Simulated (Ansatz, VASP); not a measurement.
# One calculation of MgS, two programs

```
CELL_PARAMETERS angstrom
0.00000 2.50409 2.60165
2.69921 0.00000 2.60165
2.69921 2.50409 0.00000
ATOMIC_POSITIONS crystal
Mg 0.00000 0.00000 0.00000
S 0.50000 0.50000 0.50000
```

Change from the starting cell: strain +0.0375 x Voigt [1, -1, 0, 0, 0, 0], atoms carried along.

Alike in both runs: task single point; functional LDA; k mesh 8 × 8 × 8; occupations gaussian, width 0.05 eV; no spin polarisation.

```csv
,VASP,Ansatz
version,VASP 6.6.1,Ansatz 0.2.0
potentials or method,"VASP PAW LDA potentials, release 64 (Mg, S), cutoff 520 eV","scalar-relativistic, plane waves, PAW"
valence electrons in the cell,8,16
```

```csv
,VASP,Ansatz,Ansatz less VASP
gap on the k mesh at the Fermi level (eV),2.27,2.27,+0.002
least direct gap on the mesh (eV),3.36,3.35,-0.011
pressure (GPa),-3.1,-2.5,+0.56
"traceless stress, the component that is largest in VASP (GPa)",3.91,3.91,-0.001
```

LDA's correlation is that of Perdew and Zunger in VASP and of Perdew and Wang (1992) in Ansatz. VASP's potentials hold 8 valence electrons a cell and Ansatz's 16, so a difference there can come from the potentials and not from the codes.
